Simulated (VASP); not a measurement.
Runs of VASP 6.6.1 on AlIn. The structure is that of space group P6/mmm (No. 191), or close to it. The cells are those of the table. The cell was generated, and may not be a known phase.

| task | cell | k mesh | cutoff (eV) | gap on the mesh (eV) | pressure (GPa) | relaxed volume (Å³/atom) |
| --- | --- | --- | --- | --- | --- | --- |
| single point | a = 3.095, b = 3.095, c = 5.675 Å, angles 90.0, 90.0, 120.0°, 2 atoms | 6 × 6 × 4 | 520 | none | 0.0 | - |
| single point | a = 3.054, b = 3.054, c = 5.828 Å, angles 90.0, 90.0, 120.0°, 2 atoms | 24 × 24 × 10 | 520 | none | 0.0 | - |
| single point | a = 3.199, b = 3.199, c = 4.508 Å, angles 90.0, 90.0, 120.0°, 2 atoms | 6 × 6 × 4 | 520 | none | (a) | - |
| relaxation of cell and atoms | relaxed from a = 3.095, b = 3.095, c = 5.675 Å, angles 90.0, 90.0, 120.0°, 2 atoms | 24 × 24 × 10 | 600 | none | 0.0 | 23.54 |
| relaxation of cell and atoms | relaxed from a = 3.199, b = 3.199, c = 4.508 Å, angles 90.0, 90.0, 120.0°, 2 atoms | 6 × 6 × 4 | 600 | none | 0.0 | 23.57 |

Alike in all rows: level PBE; potentials or basis VASP PAW PBE potentials, release 64 (Al, In_d); no spin polarisation; smearing gaussian 0.1 eV.

Question: Fill in the values left out.

Answer: (a) 29.4.

Caveats: some runs use coarse meshes; spin-orbit coupling is left out, which moves the levels of the heavy elements; the volume moved by over 15 % at a fixed basis, so the end points are rough (at least some runs).

A k mesh can miss the band edges, and the runs leave out spin-orbit coupling on In.

A gap of «none» marks levels without a gap at the run's occupations.
